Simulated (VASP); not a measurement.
Crystal: SbP5.

```xyz
6
Lattice="0.0000 3.7873 3.7873 3.7873 0.0000 3.7873 3.7873 3.7873 0.0000" Properties=species:S:1:pos:R:3 pbc="T T T"
Sb    0.0000    0.0000    0.0000
P     5.6810    5.6810    5.6810
P     2.9579    4.6167    4.6167
P     2.9579    2.9579    2.9579
P     4.6167    2.9579    4.6167
P     4.6167    4.6167    2.9579
```

The cell was built from a structure type or drawn by symmetry, and may not be a known phase.

- Program: VASP 6.6.1
- Task: relaxation of cell and atoms
- Functional: PBE
- Potentials or basis: VASP PAW PBE potentials, release 64 (Sb, P)
- Cutoff: 600 eV
- k mesh: 8 × 8 × 8
- Occupations: gaussian, width 0.1 eV
- Spin: no spin polarisation

At the start: pressure -0.9 GPa; volume 18.11 Å³/atom.

Task: How do energy, volume and symmetry change on relaxing?

Result: Over 8 steps the energy falls by 4.3 meV/atom and the volume is 18.62 Å³/atom (+2.8 %); space group F-43m (No. 216, to 0.1 Å) before and after.

Step by step:
| step | energy change (eV) | largest force (eV/Å) | pressure (GPa) | volume (Å³) |
| --- | --- | --- | --- | --- |
| 1 | 0.0000 | 0.3501 | -0.90 | 108.65 |
| 2 | -0.0096 | 0.0307 | 1.31 | 107.06 |
| 3 | -0.0117 | 0.0914 | 0.63 | 107.53 |
| 4 | -0.0167 | 0.0672 | 0.53 | 108.29 |
| 5 | -0.0250 | 0.0230 | 0.35 | 110.58 |
| 6 | -0.0254 | 0.0612 | 0.32 | 111.33 |
| 7 | -0.0235 | 0.1275 | -0.70 | 112.52 |
| 8 | -0.0259 | 0.0017 | 0.00 | 111.70 |

Final structure:
```yaml
crystal:
  lattice:
    - [0.00000, 3.82241, 3.82241]
    - [3.82241, 0.00000, 3.82241]
    - [3.82241, 3.82241, 0.00000]
  atoms:
    - { symbol: Sb, position: [0.00000, 0.00000, 0.00000] }
    - { symbol: P, position: [0.75000, 0.75000, 0.75000] }
    - { symbol: P, position: [0.81807, 0.39398, 0.39398] }
    - { symbol: P, position: [0.39398, 0.39398, 0.39398] }
    - { symbol: P, position: [0.39398, 0.81807, 0.39398] }
    - { symbol: P, position: [0.39398, 0.39398, 0.81807] }
```
